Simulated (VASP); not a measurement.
**TiO2: electric field gradients with LDA**

Crystal: TiO2.

```xyz
6
Lattice="4.5002 0.0000 0.0000 0.0000 4.5002 0.0000 0.0000 0.0000 2.8986" Properties=species:S:1:pos:R:3 pbc="T T T"
Ti    0.0000    0.0000    0.0000
Ti    2.2501    2.2501    1.4493
O     1.3771    1.3771    0.0000
O     0.8730    3.6272    1.4493
O     3.1232    3.1232    0.0000
O     3.6272    0.8730    1.4493
```

```json
{
  "Program": "VASP 6.6.1",
  "Task": "electric field gradients",
  "Functional": "LDA",
  "Potentials or basis": "VASP PAW LDA potentials, release 64 (Ti_sv, O)",
  "Cutoff": "520 eV",
  "k mesh": "7 × 7 × 10",
  "Occupations": "fermi-dirac, width 0.05 eV",
  "Spin": "no spin polarisation",
  "Dipole correction": "no",
  "Further INCAR settings": "ALGO = Normal; EDIFF = 1e-08; NBANDS = 33"
}
```

```json
{"Pressure": "9.7 GPa", "Largest force": "0.499 eV/Å", "Band gap on the k mesh": "1.97 eV", "Largest electric field gradient by atom": "Ti -27.9; O +16.6 V/Å²"}
```

Forces on the atoms (eV/Å):
```
Ti   0.000  0.000  0.000
Ti   0.000  0.000  0.000
O   -0.353 -0.353  0.000
O    0.353 -0.353  0.000
O    0.353  0.353  0.000
O   -0.353  0.353  0.000
```

Stress tensor (GPa, compression positive):
```
 9.06  0.00  0.00
 0.00  9.06  0.00
 0.00  0.00 10.96
```

Levels at points of the mesh, in eV from the valence-band top:
| k point | band 21 | band 22 | band 23 | band 24 | band 25 | band 26 | band 27 | band 28 |
| --- | --- | --- | --- | --- | --- | --- | --- | --- |
| (0.00, 0.00, 0.00) | -0.67 | -0.43 | -0.43 | 0.00 | 1.97 | 2.34 | 2.57 | 2.66 |
| (0.00, 0.00, 0.50) | -2.64 | -2.64 | -1.46 | -1.46 | 3.17 | 3.17 | 3.40 | 3.40 |

Electric field gradients, principal values (V/Å²):
| atom | least | middle | greatest (by size) |
| --- | --- | --- | --- |
| 1 Ti | 5.449 | 22.431 | -27.880 |
| 2 Ti | 5.449 | 22.431 | -27.880 |
| 3 O | -4.078 | -12.523 | 16.601 |
| 4 O | -4.078 | -12.523 | 16.601 |
| 5 O | -4.078 | -12.523 | 16.601 |
| 6 O | -4.078 | -12.523 | 16.601 |

Run time: 120 s on 1 thread of Intel Xeon 8259CL, with other jobs on the host, peak memory 0.22 GiB.

Caveat: the cell stands under pressure; without QUAD_EFG the Cq values of the log hold for a quadrupole moment of 1 mb, not for the nuclei; an odd mesh through Γ misses points on the zone boundary, where band edges can lie.
